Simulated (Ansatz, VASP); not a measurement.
**One calculation of ZnO, two programs**

File POSCAR:

```
ZnO
1.0
    0.0000000000      2.1337703963      2.1337703963
    2.1337703963      0.0000000000      2.1337703963
    2.1337703963      2.1337703963      0.0000000000
Zn O
1 1
Direct
    0.0000000000      0.0000000000      0.0000000000
    0.5000000000      0.5000000000      0.5000000000
```

INCAR.step1

```
ALGO = Normal ; EDIFF = 1E-4
ENCUT = 520 ; GGA = PE
ISMEAR = 0 ; LASPH = T
LCHARG = F ; LREAL = F
LWAVE = T ; NBANDS = 16
NELM = 100 ; PREC = Accurate
SIGMA = 0.01
```

INCAR.step2

```
ALGO = Normal ; EDIFF = 1E-6
ENCUT = 520 ; ISIF = 2
ISMEAR = 0 ; ISTART = 1
LASPH = T ; LCHARG = F
LMIXTAU = T ; LREAL = F
LWAVE = F ; METAGGA = R2SCAN
NBANDS = 16 ; NELM = 100
PREC = Accurate ; SIGMA = 0.01
```

KPOINTS

```
k-points
0
Gamma
  8 8 8
```

Input for Ansatz:

```yaml
crystal:
  lattice:
    - [0.0, 2.1337703963, 2.1337703963]
    - [2.1337703963, 0.0, 2.1337703963]
    - [2.1337703963, 2.1337703963, 0.0]
  atoms:
    - { symbol: Zn, position: [0.0, 0.0, 0.0] }
    - { symbol: O, position: [0.5, 0.5, 0.5] }
kpoints:
  mp_grid: { grid: [8, 8, 8] }
hamiltonian:
  xc: r2scan
scf:
  occupations: { method: fixed }
  n_extra_bands: 4
output:
  forces: true
  stress: true
  eigenvalues: true
```

Alike in both runs: task single point; functional r2SCAN; k mesh 8 × 8 × 8; no spin polarisation.

```csv
,VASP,Ansatz
version,VASP 6.6.1,Ansatz 0.2.0
potentials or method,"VASP PAW PBE potentials, release 64 (Zn, O)","plane waves, PAW"
plane-wave cutoff (eV),520,500
occupations,"gaussian, width 0.01 eV",fixed
valence electrons in the cell,18,18
```

VASP gave:

```
gap on the k mesh at the Fermi level (eV) : 1.55
pressure (GPa)                            : 1.5
```

**Question.** What did Ansatz give for the same quantities?

**Answer.** gap on the k mesh at the Fermi level (eV): 1.57; pressure (GPa): 0.0.

VASP's potentials were made for PBE, not for r2SCAN.
